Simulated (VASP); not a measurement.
# KF (Fmmm) in VASP: a series of runs

Runs on KF. Level: PBE. Tasks: single point.

Program: VASP 6.6.1. These are calculated values, not measurements. Logs are shortened: lines on timing, memory, paths and dates and some standing lists are left out, and cuts for length are marked.

**1. The cell of the first run**

The structure is orthorhombic, space group Fmmm (No. 69). Conventional cell: a = 4.608 Å, b = 5.231 Å, c = 5.421 Å, α = 90.00°, β = 90.00°, γ = 90.00°. K (site symmetry mmm) has 6 F at 2.30 to 2.71 Å within 3.0 Å. Within 3.0 Å of F (site symmetry mmm) lie 6 K at 2.30 to 2.71 Å.

**2. Single point, PBE (normal strain along x -0.0350, normal strain along z -0.1500)**

INCAR

```
  PREC = Accurate
  ENCUT = 520
  EDIFF = 1E-6
  ISMEAR = 0
  SIGMA = 0.05
  LREAL = F
  LASPH = T
  NELM = 80
  ALGO = Normal
  ISIF = 2
  LWAVE = F
  LCHARG = F
  GGA = PE
  NBANDS = 15
```

KPOINTS

```
regular mesh
0
Gamma
  8 8 8
```

POSCAR

```
KF
1.0
    0.0000000000      2.7105354767      2.3039551552
    2.6156667350      0.0000000000      2.3039551552
    2.6156667350      2.7105354767      0.0000000000
K F
1 1
Direct
    0.0000000000      0.0000000000      0.0000000000
    0.5000000000      0.5000000000      0.5000000000
```

Potentials or basis: VASP PAW PBE potentials, release 64 (K_sv, F).

Run with:

```console
cat potpaw_PBE.64/K_sv/POTCAR potpaw_PBE.64/F/POTCAR > POTCAR
mpirun -np 1 vasp_std > vasp.out
```

OUTCAR:

```text
PREC = Accurate
   ENCUT = 520
   EDIFF = 1E-6
   ISMEAR = 0
   LREAL = F
   LASPH = T
   NELM = 80
   ISIF = 2
   GGA = PE

 ion  position               nearest neighbor table
   1  0.000  0.000  0.000-   2 2.30   2 2.30   2 2.62   2 2.62   2 2.71   2 2.71
   2  0.500  0.500  0.500-   1 2.30   1 2.30   1 2.62   1 2.62   1 2.71   1 2.71

  LATTYP: Found a face centered orthorhombic cell.
 ALAT       =     4.6079103104
 B/A-ratio  =     1.1352941176
 C/A-ratio  =     1.1764705882

  Lattice vectors:

 A1 = (   2.6156667350,   2.7105354767,   0.0000000000)
 A2 = (   0.0000000000,   2.7105354767,   2.3039551552)
 A3 = (   2.6156667350,   0.0000000000,   2.3039551552)

Analysis of symmetry for initial positions (statically):
=====================================================================
 Subroutine PRICEL returns:
 Original cell was already a primitive cell.

 Routine SETGRP: Setting up the symmetry group for a
 face centered orthorhombic supercell.

 Subroutine GETGRP returns: Found  8 space group operations
 (whereof  8 operations were pure point group operations)
 out of a pool of  8 trial point group operations.

The static configuration has the point symmetry D_2h.

Analysis of symmetry for dynamics (positions and initial velocities):
=====================================================================
 Subroutine PRICEL returns:
 Original cell was already a primitive cell.

 Routine SETGRP: Setting up the symmetry group for a
 face centered orthorhombic supercell.

 Subroutine GETGRP returns: Found  8 space group operations
 (whereof  8 operations were pure point group operations)
 out of a pool of  8 trial point group operations.

The dynamic configuration has the point symmetry D_2h.

 Subroutine INISYM returns: Found  8 space group operations
 (whereof  8 operations are pure point group operations),
 and found     1 'primitive' translations

----------------------------------------------------------------------------------------

                                     Primitive cell

  volume of cell :      32.6694

  direct lattice vectors                    reciprocal lattice vectors
     0.000000000  2.710535477  2.303955155    -0.191155851  0.184465396  0.217018113
     2.615666735  0.000000000  2.303955155     0.191155851 -0.184465396  0.217018113
     2.615666735  2.710535477  0.000000000     0.191155851  0.184465396 -0.217018113

  length of vectors
     3.557416468  3.485673798  3.766791080     0.343023181  0.343023181  0.343023181

  position of ions in fractional coordinates (direct lattice)
     0.000000000  0.000000000  0.000000000
     0.500000000  0.500000000  0.500000000

  ion indices of the primitive-cell ions
   primitive index   ion index
                 1           1
                 2           2

----------------------------------------------------------------------------------------

 KPOINTS: regular mesh

Automatic generation of k-mesh.
 Grid dimensions read from file:
 generate k-points for:    8    8    8

 Generating k-lattice:

  Cartesian coordinates                     Fractional coordinates (reciprocal lattice)
    -0.023894481  0.023058174  0.027127264     0.125000000  0.000000000  0.000000000
     0.023894481 -0.023058174  0.027127264     0.000000000  0.125000000  0.000000000
     0.023894481  0.023058174 -0.027127264     0.000000000  0.000000000  0.125000000

  Length of vectors
     0.042877898  0.042877898  0.042877898

  Shift w.r.t. Gamma in fractional coordinates (k-lattice)
     0.000000000  0.000000000  0.000000000

 Subroutine IBZKPT returns following result:
 ===========================================

 Found     95 irreducible k-points:

 Following reciprocal coordinates:
            Coordinates               Weight
  0.000000  0.000000  0.000000      1.000000
  0.125000  0.000000  0.000000      8.000000
  0.250000  0.000000  0.000000      8.000000
  0.375000  0.000000  0.000000      8.000000
  0.500000  0.000000  0.000000      4.000000
  0.125000  0.125000  0.000000      2.000000
[... 16 lines left out ...]
  0.250000  0.000000  0.125000      8.000000
  0.375000  0.000000  0.125000      8.000000
 [... further k-points ...]
   k-points           NKPTS =     95   k-points in BZ     NKDIM =     95   number of bands    NBANDS=     15
   number of dos      NEDOS =    301   number of ions     NIONS =      2
   total plane-waves  NPLWV =  21952
   dimension x,y,z NGX =    28 NGY =   28 NGZ =   28
   dimension x,y,z NGXF=    56 NGYF=   56 NGZF=   56
   ions per type =               1   1
   NGX,Y,Z   is equivalent  to a cutoff of  13.09, 13.35, 12.36 a.u.
   NGXF,Y,Z  is equivalent  to a cutoff of  26.17, 26.71, 24.72 a.u.
 SYSTEM =  unknown system
   PREC   = accura    normal or accurate (medium, high low for compatibility)
   ISTART =      0    job   : 0-new  1-cont  2-samecut
   ICHARG =      2    charge: 1-file 2-atom 10-const
   ISPIN  =      1    spin polarized calculation?
   LNONCOLLINEAR =      F non collinear calculations
   LSORBIT =      F    spin-orbit coupling
   LASPH  =      T    aspherical Exc in radial PAW
   ENCUT  =  520.0 eV  38.22 Ry    6.18 a.u.   6.61  6.48  7.00*2*pi/ulx,y,z
   NELM   =     80;   NELMIN=  2; NELMDL= -5     # of ELM steps
   EDIFF  = 0.1E-05   stopping-criterion for ELM
   LREAL  =      F    real-space projection
   EDIFFG = 0.1E-04   stopping-criterion for IOM
   NSW    =      0    number of steps for IOM
   IBRION =     -1    ionic relax: 0-MD 1-quasi-New 2-CG
   NFREE  =      0    steps in history (QN), initial steepest desc. (CG)
   ISIF   =      2    stress and relaxation
   ISYM   =      2    0-nonsym 1-usesym 2-fastsym
   POTIM  = 0.5000    time-step for ionic-motion
   TEBEG  =    0.0;   TEEND  =   0.0 temperature during run
   PSTRESS=    0.0 pullay stress
   NELECT =      16.0000    total number of electrons
   NUPDOWN=      -1.0000    fix difference up-down
   EMIN   =  10.00;   EMAX   =-10.00  energy-range for DOS
   EFERMI =   0.00;   METHOD = LEGACY
   ISMEAR =     0;   SIGMA  =   0.05  broadening in eV -4-tet -1-fermi 0-gaus
   EFERMI_NEDOS =   21; number of points for ismear=-14 and -15
   IALGO  =     38    algorithm
   IMIX   =      4    mixing-type and parameters
     AMIX     =   0.40;   BMIX     =  1.00
     AMIX_MAG =   1.60;   BMIX_MAG =  1.00
  volume/ion in A,a.u.               =      16.33       110.23
  Fermi-wavevector in a.u.,A,eV,Ry     =   1.290430  2.438558 22.656538  1.665209
  Thomas-Fermi vector in A             =   2.422262
   LORBIT       =      0    0 simple, 1 ext, 2 COOP (PROOUT), +10 PAW based schemes
   GGA     = PE    functional components
   LHFCALC =     F    Hartree Fock is set to
   AEXX    =    0.0000 exact exchange contribution
   IVDW    =     0    specifies the selected vdW correction
   LEPSILON=     F    determine dielectric tensor
   LRPA    =     F    only Hartree local field effects (RPA)
 non-spin polarized calculation
 Gauss-broadening in eV      SIGMA  =   0.05
  energy-cutoff  :      520.00
  volume of cell :       32.67
 maximum number of plane-waves:       900
 NGX is ok and might be reduce to    28
   NGX = 13   NGY = 13   NGZ = 13

 number of electron      15.9999993 magnetization

 Free energy of the ion-electron system (eV)
  ---------------------------------------------------
  ext. energy  EPLUGINS =         0.00000000
  ---------------------------------------------------
  free energy    TOTEN  =        -7.89231369 eV

  energy without entropy =       -7.89231369  energy(sigma->0) =       -7.89231369

 E-fermi :  -1.6242     XC(G=0):  -9.1004

 val. band max:       -1.8621566249   @ k =   0.0000   0.5000   0.5000
 cond. band min:       4.5253914484   @ k =   0.0000   0.0000   0.0000
 fundamental gap:      6.3875480733
 Fermi energy:        -1.6241502464

 k-point     1 :       0.0000    0.0000    0.0000
  band No.  band energies     occupation
      1     -28.0299      2.00000
      2     -21.0721      2.00000
      3     -11.2552      2.00000
      4     -11.1104      2.00000
      5     -11.0770      2.00000
      6      -2.4886      2.00000
      7      -2.4380      2.00000
      8      -1.9048      2.00000
      9       4.5254      0.00000
     10       8.4624      0.00000
     11       8.7212      0.00000
     12       9.5084      0.00000
     13       9.8896      0.00000
     14      11.8495      0.00000
     15      15.8480      0.00000

 k-point     2 :       0.1250    0.0000    0.0000
  band No.  band energies     occupation
      1     -27.9987      2.00000
      2     -21.1147      2.00000
      3     -11.2251      2.00000
      4     -11.1474      2.00000
      5     -11.1070      2.00000
      6      -2.5907      2.00000
      7      -2.5206      2.00000
      8      -2.0887      2.00000
      9       5.0011      0.00000
     10       8.5156      0.00000
     11       8.8823      0.00000
     12       9.5140      0.00000
     13      10.1028      0.00000
     14      12.0750      0.00000
     15      16.7046      0.00000

 k-point     3 :       0.2500    0.0000    0.0000
  band No.  band energies     occupation
      1     -27.9218      2.00000
      2     -21.2184      2.00000
      3     -11.2997      2.00000
      4     -11.1724      2.00000
      5     -11.0903      2.00000
      6      -2.8826      2.00000
      7      -2.6733      2.00000
      8      -2.4736      2.00000
      9       6.1544      0.00000
     10       8.3554      0.00000
     11       9.4586      0.00000
     12      10.0064      0.00000
     13      10.8074      0.00000
     14      12.6398      0.00000
     15      17.7094      0.00000
[... 343 lines left out ...]
 k-point    23 :       0.2500    0.0000    0.1250
  band No.  band energies     occupation
      1     -27.9482      2.00000
      2     -21.1449      2.00000
      3     -11.3435      2.00000
      4     -11.2675      2.00000
      5     -11.1465      2.00000
      6      -2.8713      2.00000
      7      -2.5401      2.00000
      8      -2.0815      2.00000
      9       6.0687      0.00000
     10       7.8205      0.00000
     11       9.6630      0.00000
     12      10.2328      0.00000
     13      10.4920      0.00000
     14      12.1935      0.00000
     15      17.9702      0.00000

 k-point    24 :       0.3750    0.0000    0.1250
  band No.  band energies     occupation
      1     -27.8704      2.00000
      2     -21.2460      2.00000
      3     -11.4638      2.00000
      4     -11.2381      2.00000
      5     -11.1644      2.00000
      6      -3.0278      2.00000
      7      -2.7179      2.00000
      8      -2.4633      2.00000
      9       7.1375      0.00000
     10       8.1510      0.00000
     11       9.9344      0.00000
     12      10.8141      0.00000
     13      11.5609      0.00000
     14      12.7859      0.00000
     15      16.6275      0.00000

 [... further k-points ...]

------------------------ aborting loop because EDIFF is reached ----------------------------------------

  FORCE on cell =-STRESS in cart. coord.  units (eV):
  Direction    XX          YY          ZZ          XY          YZ          ZX
  --------------------------------------------------------------------------------------
  -------------------------------------------------------------------------------------
  Total        1.3376986      0.7267640      5.9683559      0.0000000      0.0000000     -0.0000000
  in kB       65.6035494     35.6420309    292.7007064      0.0000000      0.0000000     -0.0000000
  external PRESSURE =     131.3154289 kB  Pullay stress =       0.0000000 kB

 VOLUME and BASIS-vectors are now :
 -----------------------------------------------------------------------------
  energy-cutoff  :      520.00
  volume of cell :       32.67
      direct lattice vectors                 reciprocal lattice vectors
     0.000000000  2.710535477  2.303955155    -0.191155851  0.184465396  0.217018113
     2.615666735  0.000000000  2.303955155     0.191155851 -0.184465396  0.217018113
     2.615666735  2.710535477  0.000000000     0.191155851  0.184465396 -0.217018113

 POSITION                                       TOTAL-FORCE (eV/Angst)
 -----------------------------------------------------------------------------------
      0.00000      0.00000      0.00000         0.000000      0.000000      0.000000
      2.61567      2.71054      2.30396         0.000000      0.000000     -0.000000
 -----------------------------------------------------------------------------------
    total drift:                                0.000000      0.000000      0.000000

  FREE ENERGIE OF THE ION-ELECTRON SYSTEM (eV)
  ---------------------------------------------------
  free  energy   TOTEN  =        -7.8923136950 eV

  energy  without entropy=       -7.8923136950  energy(sigma->0) =       -7.89231369
```

Wall time 19 s (1 thread of Intel Xeon 6975P-C (Granite Rapids), shared host); peak memory 0.18 GiB.

What came out:

```
Free energy            : -7.8923 eV
Pressure               : 13.1 GPa
Band gap on the k mesh : 6.39 eV (least direct gap 6.43 eV)
```

Caveat: the cell differs from its parent crystal (normal strain along x -0.0350, normal strain along z -0.1500); the cell stands under pressure. A k mesh can miss the band edges.

**3. Single point, PBE (normal strain along x -0.0175, normal strain along z -0.1500)**

INCAR

```
  ALGO = Normal
  EDIFF = 1E-7
  ENCUT = 520
  GGA = PE
  ISIF = 2
  ISMEAR = 0
  LASPH = True
  LCHARG = False
  LREAL = False
  LWAVE = False
  NBANDS = 15
  NELM = 100
  PREC = Accurate
  SIGMA = 0.05
```

KPOINTS

```
k-points
0
Gamma
  8 8 8
```

POSCAR

```
KF
1.0
    0.0000000000      2.7105354767      2.3039551552
    2.6631011059      0.0000000000      2.3039551552
    2.6631011059      2.7105354767      0.0000000000
K F
1 1
Direct
    0.0000000000      0.0000000000      0.0000000000
    0.5000000000      0.5000000000      0.5000000000
```

Potentials or basis: VASP PAW PBE potentials, release 64 (K_sv, F).

Run with:

```console
cat potpaw_PBE.64/K_sv/POTCAR potpaw_PBE.64/F/POTCAR > POTCAR
mpirun -np 1 vasp_std > vasp.out
```

Wall time 22 s (1 thread of Intel Xeon 6975P-C (Granite Rapids), shared host); peak memory 0.18 GiB.

The run converged. Its results:

| Item | Value |
| --- | --- |
| Free energy | -7.9136 eV |
| Pressure | 12.1 GPa |
| Band gap on the k mesh | 6.27 eV (least direct gap 6.30 eV) |

Stress tensor (GPa, compression positive):
```
 4.60  0.00  0.00
 0.00  3.28  0.00
 0.00  0.00 28.36
```

Levels at points of the mesh, in eV from the valence-band top:
| k point | band 5 | band 6 | band 7 | band 8 | band 9 | band 10 | band 11 | band 12 |
| --- | --- | --- | --- | --- | --- | --- | --- | --- |
| (0.00, 0.00, 0.00) | -9.28 | -0.62 | -0.59 | -0.03 | 6.27 | 10.35 | 10.47 | 11.36 |
| (0.50, 0.00, 0.00) | -9.12 | -1.45 | -1.03 | -0.99 | 9.11 | 11.12 | 11.88 | 12.89 |
| (0.50, 0.50, 0.00) | -9.75 | -0.62 | -0.59 | -0.02 | 7.44 | 10.95 | 13.40 | 13.99 |
| (0.50, 0.00, 0.50) | -9.42 | -0.76 | -0.63 | -0.01 | 8.19 | 10.55 | 11.86 | 14.01 |
| (0.00, 0.50, 0.50) | -9.44 | -0.71 | -0.66 | 0.00 | 8.15 | 10.49 | 12.02 | 13.94 |

Caveat: the cell differs from its parent crystal (normal strain along x -0.0175, normal strain along z -0.1500); the cell stands under pressure. A k mesh can miss the band edges.

**4. Single point, PBE (normal strain along x -0.0525, normal strain along z -0.1125)**

INCAR

```
ALGO = Normal
EDIFF = 1E-7
ENCUT = 520
GGA = PE
ISIF = 2
ISMEAR = 0
LASPH = T
LCHARG = F
LREAL = F
LWAVE = F
NBANDS = 15
NELM = 80
PREC = Accurate
SIGMA = 0.05
```

KPOINTS is that of step 3.

POSCAR

```
KF
1.0
    0.0000000000      2.7105354767      2.4056002356
    2.5682323642      0.0000000000      2.4056002356
    2.5682323642      2.7105354767      0.0000000000
K F
1 1
Direct
    0.0000000000      0.0000000000      0.0000000000
    0.5000000000      0.5000000000      0.5000000000
```

Run with:

```console
cat potpaw_PBE.64/K_sv/POTCAR potpaw_PBE.64/F/POTCAR > POTCAR
mpirun -np 1 vasp_std > vasp.out
```

Run time: 21 s. Hardware: 1 thread of Intel Xeon 6975P-C (Granite Rapids), shared host; peak memory 0.18 GiB.

Results (log left out):

* Free energy: -8.0716 eV
* Pressure: 9.3 GPa
* Band gap on the k mesh: 6.58 eV (least direct gap 6.60 eV)

Stress tensor (GPa, compression positive):
```
 7.64  0.00  0.00
 0.00  2.93  0.00
 0.00  0.00 17.47
```

Levels at points of the mesh, in eV from the valence-band top:
| k point | band 5 | band 6 | band 7 | band 8 | band 9 | band 10 | band 11 | band 12 |
| --- | --- | --- | --- | --- | --- | --- | --- | --- |
| (0.00, 0.00, 0.00) | -9.11 | -0.34 | -0.25 | -0.02 | 6.58 | 10.48 | 10.86 | 11.26 |
| (0.50, 0.00, 0.00) | -9.06 | -1.18 | -0.73 | -0.71 | 9.35 | 11.35 | 12.22 | 12.87 |
| (0.50, 0.50, 0.00) | -9.48 | -0.38 | -0.25 | -0.06 | 7.84 | 10.94 | 13.23 | 14.12 |
| (0.50, 0.00, 0.50) | -9.31 | -0.52 | -0.28 | -0.02 | 8.31 | 10.86 | 12.11 | 14.17 |
| (0.00, 0.50, 0.50) | -9.35 | -0.39 | -0.35 | 0.00 | 8.16 | 10.76 | 12.61 | 14.11 |

Caveat: the cell differs from its parent crystal (normal strain along x -0.0525, normal strain along z -0.1125); the cell stands under pressure. A k mesh can miss the band edges.

**5. Summary**

| cell | gap on the mesh (eV) | pressure (GPa) |
| --- | --- | --- |
| a = 3.557, b = 3.486, c = 3.767 Å, angles 58.6, 56.8, 64.7°, 2 atoms | 6.39 | 13.1 |
| a = 3.557, b = 3.521, c = 3.800 Å, angles 58.0, 57.1, 64.9°, 2 atoms | 6.27 | 12.1 |
| a = 3.624, b = 3.519, c = 3.734 Å, angles 59.9, 57.1, 63.0°, 2 atoms | 6.58 | 9.3 |

Alike in all rows: task single point; level PBE; potentials or basis VASP PAW PBE potentials, release 64 (K_sv, F); no spin polarisation; k mesh 8 × 8 × 8; cutoff (eV) 520; smearing gaussian 0.05 eV.

Caveats: the cell stands under pressure.

Total energies depend on the potentials used, so only differences within one code and one set of settings carry meaning.
